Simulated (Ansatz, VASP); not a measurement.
AlRu in VASP and in Ansatz

File INCAR:

```
SYSTEM = AlRu
PREC     = Accurate       ! precision mode
ENCUT    = 520            ! plane-wave cutoff, eV
EDIFF    = 1E-6           ! SCF threshold, eV
ISMEAR   = -1             ! smearing method
SIGMA    = 0.05           ! smearing width, eV
LREAL    = .FALSE.        ! projectors in reciprocal space
LASPH    = .TRUE.         ! aspherical terms in the spheres
NELM     = 60             ! most SCF steps
ALGO     = Normal         ! electronic algorithm
ISIF     = 2              ! what is computed and relaxed
LWAVE    = .FALSE.        ! write WAVECAR
LCHARG   = .FALSE.        ! write CHGCAR
GGA      = PS             ! functional
NBANDS   = 16             ! bands
```

Contents of KPOINTS:

```
Automatic mesh
0
G
  14 14 14
  0 0 0
```

The input POSCAR:

```
AlRu
1.0
    2.9765098736      0.0000000000      0.0000000000
    0.0000000000      2.9765098736      0.0000000000
    0.0000000000      0.0000000000      2.9765098736
Al Ru
1 1
Direct
    0.0000000000      0.0000000000      0.0000000000
    0.5000000000      0.5000000000      0.5000000000
```

Input for Ansatz:

```yaml
crystal:
  lattice:
    - [2.97650987359, 0.0, 0.0]
    - [0.0, 2.97650987359, 0.0]
    - [0.0, 0.0, 2.97650987359]
  atoms:
    - { symbol: Al, position: [0.0, 0.0, 0.0] }
    - { symbol: Ru, position: [0.5, 0.5, 0.5] }
kpoints:
  mp_grid: { grid: [14, 14, 14] }
scf:
  occupations: { method: fermi_dirac, width: 0.05 }
hamiltonian:
  xc: pbesol
  pseudopotentials: { kind: paw }
output:
  forces: true
  stress: true
  eigenvalues: true
  eigenstates:
    nscf_kmesh: { grid: [20, 20, 20] }
    de_dk: true
    e_range: [-14, 14]
  optics:
    e_range: [0, 25]
    de: 0.2
    sigma: 0.2
    bands: { spectra_wanted_up_to: 25 }
    nscf_kmesh: { grid: [20, 20, 20] }
    drude_damping: 0.2
checkpoint:
  write: ck
  write_wavefunctions: false
```

Alike in both runs: task single point; functional PBEsol; k mesh 14 × 14 × 14; occupations fermi-dirac, width 0.05 eV; no spin polarisation.

|  | VASP | Ansatz |
| --- | --- | --- |
| version | VASP 6.6.1 | Ansatz 0.2.0 |
| potentials or method | VASP PAW PBE potentials, release 64 (Al, Ru_pv) | PAW with Ansatz's default frozen-core files, scalar-relativistic |
| plane-wave cutoff (eV) | 520 | 420 |
| valence electrons in the cell | 17 | 19 |

```csv
,VASP,Ansatz,Ansatz less VASP
pressure (GPa),0.0,0.0,-0.07
```

VASP's potentials were made for PBE, not for PBEsol. VASP's potentials hold 17 valence electrons a cell and Ansatz's 19, so a difference there can come from the potentials and not from the codes. Ansatz's warnings: optics on partly filled bands.
